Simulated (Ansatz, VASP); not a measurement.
## AgAuC4N4 in VASP and in Ansatz

```xyz
10
Lattice="6.2479 0.0000 0.0000 0.0000 6.2479 0.0000 0.0000 0.0000 6.2479" Properties=species:S:1:pos:R:3 pbc="T T T"
Ag    3.1240    3.1240    3.1240
C     1.1973    1.1973    1.1973
C     1.1973    5.0506    5.0506
C     5.0506    1.1973    5.0506
C     5.0506    5.0506    1.1973
Au    0.0000    0.0000    0.0000
N     1.8735    1.8735    1.8735
N     1.8735    4.3744    4.3744
N     4.3744    1.8735    4.3744
N     4.3744    4.3744    1.8735
```

Alike in both runs: functional PBE; k mesh 4 × 4 × 4; occupations gaussian, width 0.1 eV; no spin polarisation.

Ansatz relaxed the structure, and its values are those at the end. VASP's run is a single point on that final structure, the one shown.

```csv
,VASP,Ansatz
version,VASP 6.6.1,Ansatz 0.2.0
potentials or method,"VASP PAW PBE potentials, release 64 (Ag, C, Au, N), cutoff 520 eV","scalar-relativistic, plane waves, PAW"
valence electrons in the cell,58,74
```

|  | VASP | Ansatz | Ansatz less VASP |
| --- | --- | --- | --- |
| gap on the k mesh at the Fermi level (eV) | none | none | - |
| pressure (GPa) | 0.3 | 0.0 | -0.26 |
| rms of the force components (eV/Å) | 0.195 | 0.004 | -0.1902 |

A gap of «none» marks a metal or a gap that the smearing closes. One of these differences is far larger than is usual between the two programs; its cause wasn't traced. VASP's potentials hold 58 valence electrons a cell and Ansatz's 74, so a difference there can come from the potentials and not from the codes.

Neither program's run includes spin-orbit coupling. Noted on VASP's run: the standard files for N, O and F lose accuracy on very short bonds.
